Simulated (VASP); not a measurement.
Write the native input for VASP 6.6.1 that does the following.

| Property | Result |
| --- | --- |
| Task | single point |
| Functional | PBE |
| Potentials or basis | VASP PAW PBE potentials, release 64 (I, Na_pv) |
| Cutoff | 520 eV |
| k mesh | 7 × 7 × 7 |
| Occupations | fermi-dirac, width 0.05 eV |
| Spin | no spin polarisation |
| Dipole correction | no |
| Further INCAR settings | ALGO = Normal; EDIFF = 1e-06; NBANDS = 14 |

The structure of NaI lies in POSCAR:

```
NaI
1.0
    0.0000000000      3.2578337372      3.2578337372
    3.2578337372      0.0000000000      3.2578337372
    3.2578337372      3.2578337372      0.0000000000
I Na
1 1
Direct
    0.5000000000      0.5000000000      0.5000000000
    0.0000000000      0.0000000000      0.0000000000
```

The input as run:

INCAR

```
SYSTEM = NaI
  PREC = Accurate
  ENCUT = 520
  EDIFF = 1E-6
  ISMEAR = -1
  SIGMA = 0.05
  LREAL = .False.
  LASPH = .True.
  NELM = 60
  ALGO = Normal
  ISIF = 2
  LWAVE = .False.
  LCHARG = .True.
  GGA = PE
  LELF = .True.
  LVHAR = .True.
  NBANDS = 14
```

KPOINTS

```
regular mesh
0
Gamma
  7 7 7
  0 0 0
```

Potentials or basis: VASP PAW PBE potentials, release 64 (I, Na_pv).

Launch:

```sh
$ cat potpaw_PBE.64/I/POTCAR potpaw_PBE.64/Na_pv/POTCAR > POTCAR
$ mpirun -np 1 vasp_std > vasp.out
```

It gave:

```
Pressure               : 0.1 GPa
Band gap on the k mesh : 3.59 eV, direct
```

Caveat: spin-orbit coupling is left out, which moves the levels of the heavy elements.

Run time: 14 s on 1 thread of Intel(R) Xeon(R) Platinum 8488C (Sapphire Rapids) (shared host), peak memory 0.2 GiB.
